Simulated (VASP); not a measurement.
# Co in VASP: a series of runs

The runs below take Co through single point, relaxation of cell and atoms, with PBEsol+D3(BJ), PBEsol, BLYP+D4, PBE.

All numbers are computed with VASP 6.6.1; they aren't measurements. Logs are shortened: lines on timing, memory, paths and dates and some standing lists are left out, and cuts for length are marked.

**1. The cell of the first run**

The structure is trigonal, space group P-3m1 (No. 164). Conventional cell: a = 2.487 Å, b = 2.487 Å, c = 4.063 Å, α = 90.00°, β = 90.00°, γ = 120.00°. Within 3.2 Å of Co (site symmetry 3m) lie 12 Co at 2.42 to 2.55 Å.

**2. Single point, PBEsol+D3(BJ), collinear spin, ferromagnetic start**

Contents of INCAR:

```
SYSTEM = Co
PREC     = Accurate       ! precision mode
ENCUT    = 520            ! plane-wave cutoff, eV
EDIFF    = 1E-6           ! SCF threshold, eV
ISMEAR   = -1             ! smearing method
SIGMA    = 0.05           ! smearing width, eV
LREAL    = .False.        ! projectors in reciprocal space
LASPH    = .True.         ! aspherical terms in the spheres
NELM     = 150            ! most SCF steps
ALGO     = Fast           ! electronic algorithm
ISIF     = 2              ! what is computed and relaxed
LWAVE    = .False.        ! write WAVECAR
LCHARG   = .True.         ! write CHGCAR
ISPIN    = 2              ! spin polarisation
MAGMOM   = 2 2            ! initial moments
LORBIT   = 11             ! projections on sites
LMAXMIX  = 4              ! l up to which the mixer works
GGA      = PS             ! functional
IVDW     = 12             ! dispersion correction
LELF     = .True.         ! ELF
LVHAR    = .True.       
NBANDS   = 20             ! bands
```

Contents of KPOINTS:

```
regular mesh
0
Gamma
  12 12 7
  0 0 0
```

Contents of POSCAR:

```
Co
1.0
    2.4873648738      0.0000000000      0.0000000000
   -1.2436824369      2.1541211692      0.0000000000
    0.0000000000      0.0000000000      4.0632895034
Co
2
Direct
    0.3333333333      0.6666666667      0.7401390000
    0.6666666667      0.3333333333      0.2598610000
```

Potentials or basis: VASP PAW PBE potentials, release 64 (Co).

Launch:

```console
cat potpaw_PBE.64/Co/POTCAR > POTCAR
mpirun -np 1 vasp_std > vasp.out
```

OUTCAR:

```text
SYSTEM = Co
   PREC = Accurate
   ENCUT = 520
   EDIFF = 1E-6
   ISMEAR = -1
   LREAL = .False.
   LASPH = .True.
   NELM = 150
   ISIF = 2
   ISPIN = 2
   LORBIT = 11
   GGA = PS
   IVDW = 12
 IVDW          = 12

 ion  position               nearest neighbor table
   1  0.333  0.667  0.740-   2 2.42   2 2.42   2 2.42   2 2.55   2 2.55   2 2.55
   2  0.667  0.333  0.260-   1 2.42   1 2.42   1 2.42   1 2.55   1 2.55   1 2.55

  LATTYP: Found a hexagonal cell.
 ALAT       =     2.4873648738
 C/A-ratio  =     1.6335719565

  Lattice vectors:

 A1 = (   2.4873648738,   0.0000000000,   0.0000000000)
 A2 = (  -1.2436824369,   2.1541211692,   0.0000000000)
 A3 = (   0.0000000000,   0.0000000000,   4.0632895034)

Analysis of symmetry for initial positions (statically):
=====================================================================
 Subroutine PRICEL returns:
 Original cell was already a primitive cell.

 Routine SETGRP: Setting up the symmetry group for a
 hexagonal supercell.

 Subroutine GETGRP returns: Found 12 space group operations
 (whereof 12 operations were pure point group operations)
 out of a pool of 24 trial point group operations.

The static configuration has the point symmetry D_3d.

Analysis of symmetry for dynamics (positions and initial velocities):
=====================================================================
 Subroutine PRICEL returns:
 Original cell was already a primitive cell.

 Routine SETGRP: Setting up the symmetry group for a
 hexagonal supercell.

 Subroutine GETGRP returns: Found 12 space group operations
 (whereof 12 operations were pure point group operations)
 out of a pool of 24 trial point group operations.

The dynamic configuration has the point symmetry D_3d.

Analysis of structural, dynamic, and magnetic symmetry:
=====================================================================
 Subroutine PRICEL returns:
 Original cell was already a primitive cell.

 Routine SETGRP: Setting up the symmetry group for a
 hexagonal supercell.

 Subroutine GETGRP returns: Found 12 space group operations
 (whereof 12 operations were pure point group operations)
 out of a pool of 24 trial point group operations.

The overall configuration has the point symmetry D_3d.

 Subroutine INISYM returns: Found 12 space group operations
 (whereof 12 operations are pure point group operations),
 and found     1 'primitive' translations

----------------------------------------------------------------------------------------

                                     Primitive cell

  volume of cell :      21.7715

  direct lattice vectors                    reciprocal lattice vectors
     2.487364874  0.000000000  0.000000000     0.402031889  0.232113220  0.000000000
    -1.243682437  2.154121169  0.000000000     0.000000000  0.464226439  0.000000000
     0.000000000  0.000000000  4.063289503     0.000000000  0.000000000  0.246106018

  length of vectors
     2.487364874  2.487364874  4.063289503     0.464226439  0.464226439  0.246106018

  position of ions in fractional coordinates (direct lattice)
     0.333333333  0.666666667  0.740139000
     0.666666667  0.333333333  0.259861000

  ion indices of the primitive-cell ions
   primitive index   ion index
                 1           1
                 2           2

----------------------------------------------------------------------------------------

 KPOINTS: regular mesh

Automatic generation of k-mesh.
 Grid dimensions read from file:
 generate k-points for:   12   12    7

 Generating k-lattice:

  Cartesian coordinates                     Fractional coordinates (reciprocal lattice)
     0.033502657  0.019342768  0.000000000     0.083333333  0.000000000  0.000000000
     0.000000000  0.038685537  0.000000000     0.000000000  0.083333333  0.000000000
     0.000000000  0.000000000  0.035158003     0.000000000  0.000000000  0.142857143

  Length of vectors
     0.038685537  0.038685537  0.035158003

  Shift w.r.t. Gamma in fractional coordinates (k-lattice)
     0.000000000  0.000000000  0.000000000

 Subroutine IBZKPT returns following result:
 ===========================================

 Found    112 irreducible k-points:

 Following reciprocal coordinates:
            Coordinates               Weight
  0.000000  0.000000  0.000000      1.000000
  0.083333  0.000000  0.000000      6.000000
  0.166667  0.000000  0.000000      6.000000
  0.250000  0.000000  0.000000      6.000000
  0.333333  0.000000  0.000000      6.000000
  0.416667  0.000000  0.000000      6.000000
[... 16 lines left out ...]
  0.166667  0.000000  0.142857      6.000000
  0.000000  0.166667  0.142857      6.000000
 [... further k-points ...]
   k-points           NKPTS =    112   k-points in BZ     NKDIM =    112   number of bands    NBANDS=     20
   number of dos      NEDOS =    301   number of ions     NIONS =      2
   total plane-waves  NPLWV =   9720
   dimension x,y,z NGX =    18 NGY =   18 NGZ =   30
   dimension x,y,z NGXF=    36 NGYF=   36 NGZF=   60
   ions per type =               2
   NGX,Y,Z   is equivalent  to a cutoff of  12.03, 12.03, 12.27 a.u.
   NGXF,Y,Z  is equivalent  to a cutoff of  24.06, 24.06, 24.55 a.u.
 SYSTEM =  Co
   PREC   = accura    normal or accurate (medium, high low for compatibility)
   ISTART =      0    job   : 0-new  1-cont  2-samecut
   ICHARG =      2    charge: 1-file 2-atom 10-const
   ISPIN  =      2    spin polarized calculation?
   LNONCOLLINEAR =      F non collinear calculations
   LSORBIT =      F    spin-orbit coupling
   LASPH  =      T    aspherical Exc in radial PAW
   ENCUT  =  520.0 eV  38.22 Ry    6.18 a.u.   4.62  4.62  7.56*2*pi/ulx,y,z
   NELM   =    150;   NELMIN=  2; NELMDL= -5     # of ELM steps
   EDIFF  = 0.1E-05   stopping-criterion for ELM
   LREAL  =      F    real-space projection
[... 7 lines left out ...]
   TEBEG  =    0.0;   TEEND  =   0.0 temperature during run
   PSTRESS=    0.0 pullay stress
   NELECT =      18.0000    total number of electrons
   NUPDOWN=      -1.0000    fix difference up-down
   EMIN   =  10.00;   EMAX   =-10.00  energy-range for DOS
   EFERMI =   0.00;   METHOD = LEGACY
   ISMEAR =    -1;   SIGMA  =   0.05  broadening in eV -4-tet -1-fermi 0-gaus
   EFERMI_NEDOS =   21; number of points for ismear=-14 and -15
   IALGO  =     68    algorithm
   IMIX   =      4    mixing-type and parameters
     AMIX     =   0.40;   BMIX     =  1.00
     AMIX_MAG =   1.60;   BMIX_MAG =  1.00
  volume/ion in A,a.u.               =      10.89        73.46
  Fermi-wavevector in a.u.,A,eV,Ry     =   1.536514  2.903591 32.121660  2.360875
  Thomas-Fermi vector in A             =   2.643152
   LORBIT       =     11    0 simple, 1 ext, 2 COOP (PROOUT), +10 PAW based schemes
   GGA     = PS    functional components
   LHFCALC =     F    Hartree Fock is set to
   AEXX    =    0.0000 exact exchange contribution
   IVDW    =    12    specifies the selected vdW correction
   LEPSILON=     F    determine dielectric tensor
   LRPA    =     F    only Hartree local field effects (RPA)
 spin polarized calculation
 RMM-DIIS sequential band-by-band and
  energy-cutoff  :      520.00
  volume of cell :       21.77
 maximum number of plane-waves:       600
   NGX =  9   NGY =  9   NGZ = 15

 number of electron      17.9999996 magnetization       3.2482115

 Free energy of the ion-electron system (eV)
  ---------------------------------------------------
  ext. energy  EPLUGINS =         0.00000000
  ---------------------------------------------------
  free energy    TOTEN  =       -15.41721528 eV

  energy without entropy =      -15.40186659  energy(sigma->0) =      -15.40954093

 E-fermi :  10.0440     XC(G=0): -13.5549

 val. band max:       10.0415966063   @ k =  -0.0833   0.3333   0.4286
 cond. band min:      10.0514508571   @ k =   0.0000   0.0000   0.1429
 fundamental gap:      0.0098542508
 Fermi energy:        10.0439952306

 spin component 1

 k-point     1 :       0.0000    0.0000    0.0000
  band No.  band energies     occupation
      1       1.0689      1.00000
      2       4.8609      1.00000
      3       7.3771      1.00000
      4       7.4365      1.00000
      5       7.4365      1.00000
      6       7.7305      1.00000
[... 12 lines left out ...]
     19      35.9988      0.00000
     20      35.9988      0.00000

 k-point     2 :       0.0833    0.0000    0.0000
  band No.  band energies     occupation
      1       1.3132      1.00000
      2       5.0099      1.00000
      3       7.1845      1.00000
      4       7.5496      1.00000
      5       7.5884      1.00000
      6       7.6795      1.00000
[... 498 lines left out ...]
 k-point    24 :       0.0000    0.1667    0.1429
  band No.  band energies     occupation
      1       2.2068      1.00000
      2       5.3759      1.00000
      3       6.9079      1.00000
      4       7.1083      1.00000
      5       7.3902      1.00000
      6       7.7427      1.00000
[... 12 lines left out ...]
     19      36.4302      0.00000
     20      37.4393      0.00000

 [... further k-points ...]

 spin component 2

 k-point     1 :       0.0000    0.0000    0.0000
  band No.  band energies     occupation
      1       1.1326      1.00000
      2       5.8187      1.00000
      3       8.9678      1.00000
      4       9.0732      1.00000
      5       9.0732      1.00000
      6       9.3889      1.00000
[... 12 lines left out ...]
     19      36.3449      0.00000
     20      36.3449      0.00000

 k-point     2 :       0.0833    0.0000    0.0000
  band No.  band energies     occupation
      1       1.3780      1.00000
      2       5.9877      1.00000
      3       8.7474      1.00000
      4       9.1519      1.00000
      5       9.1981      1.00000
      6       9.2550      1.00000
[... 498 lines left out ...]
 k-point    24 :       0.0000    0.1667    0.1429
  band No.  band energies     occupation
      1       2.2821      1.00000
      2       6.3112      1.00000
      3       8.1201      1.00000
      4       8.4838      1.00000
      5       8.9829      1.00000
      6       9.3968      1.00000
[... 12 lines left out ...]
     19      36.6782      0.00000
     20      37.7411      0.00000

 [... further k-points ...]

------------------------ aborting loop because EDIFF is reached ----------------------------------------

 Edisp (eV)   -0.75836

 E8    (eV) :    -0.5020

  FORCE on cell =-STRESS in cart. coord.  units (eV):
  Direction    XX          YY          ZZ          XY          YZ          ZX
  --------------------------------------------------------------------------------------
  -------------------------------------------------------------------------------------
  Total      -1.98454    -1.98454    -2.37759     0.00000     0.00000     0.00000
  in kB    -146.04369  -146.04369  -174.96877     0.00000     0.00000     0.00000
  external pressure =     -155.69 kB  Pullay stress =        0.00 kB

 VOLUME and BASIS-vectors are now :
 -----------------------------------------------------------------------------
  energy-cutoff  :      520.00
  volume of cell :       21.77
      direct lattice vectors                 reciprocal lattice vectors
     2.487364874  0.000000000  0.000000000     0.402031889  0.232113220  0.000000000
    -1.243682437  2.154121169  0.000000000     0.000000000  0.464226439  0.000000000
     0.000000000  0.000000000  4.063289503     0.000000000  0.000000000  0.246106018

 POSITION                                       TOTAL-FORCE (eV/Angst)
 -----------------------------------------------------------------------------------
     -0.00000      1.43608      3.00740         0.000000     -0.000000      0.429085
      1.24368      0.71804      1.05589        -0.000000      0.000000     -0.429085
 -----------------------------------------------------------------------------------
    total drift:                                0.000000     -0.000000     -0.000000

  FREE ENERGIE OF THE ION-ELECTRON SYSTEM (eV)
  ---------------------------------------------------
  free  energy   TOTEN  =       -16.1755771900 eV

  energy  without entropy=      -16.1602284957  energy(sigma->0) =      -16.16790284

 total charge

# of ion       s       p       d       tot
------------------------------------------
    1        0.490   0.524   7.257   8.271
    2        0.490   0.524   7.257   8.271
--------------------------------------------------
tot          0.979   1.049  14.514  16.542

 magnetization (x)

# of ion       s       p       d       tot
------------------------------------------
    1       -0.014  -0.050   1.702   1.638
    2       -0.014  -0.050   1.702   1.638
--------------------------------------------------
tot         -0.028  -0.100   3.405   3.277
```

Run time: 3.2 min. Hardware: 1 thread of Intel Xeon 8259CL, shared host; peak memory 0.19 GiB.

Results:

* Free energy: -16.1756 eV
* Pressure: -15.6 GPa
* Largest force: 0.429 eV/Å
* Net moment: 3.25 μB per cell
* Site moments: Co +1.64 μB
* Valence electrons inside the program's atomic spheres: Co 8.27
* Dispersion energy per atom: -0.379 eV

Forces on the atoms (eV/Å):
```
Co   0.000  0.000  0.429
Co   0.000  0.000 -0.429
```

Stress tensor (GPa, compression positive):
```
-14.60   0.00   0.00
  0.00 -14.60   0.00
  0.00   0.00 -17.50
```

Levels at points of the mesh, in eV from the Fermi level:
Spin up:
```tsv
k point	band 7	band 8	band 9	band 10	band 11	band 12	band 13	band 14	band 15	band 16
(0.00, 0.00, 0.00)	-2.31	-1.89	-1.89	-0.83	-0.83	-0.23	6.09	21.99	24.61	24.61
(0.50, 0.00, 0.00)	-2.21	-0.68	-0.66	-0.50	1.28	3.29	9.38	10.34	12.49	13.86
```
Spin down:
```tsv
k point	band 4	band 5	band 6	band 7	band 8	band 9	band 10	band 11
(0.00, 0.00, 0.00)	-0.97	-0.97	-0.66	-0.66	-0.19	-0.11	-0.11	1.04
(0.50, 0.00, 0.00)	-1.80	-1.10	-1.06	-0.65	1.19	1.28	1.35	2.53
```

Caveat: three body term missing; the cell stands under tension; the PAW data sets were made with another functional, which shifts forces and pressure a little.

[end of part 1 of 2]
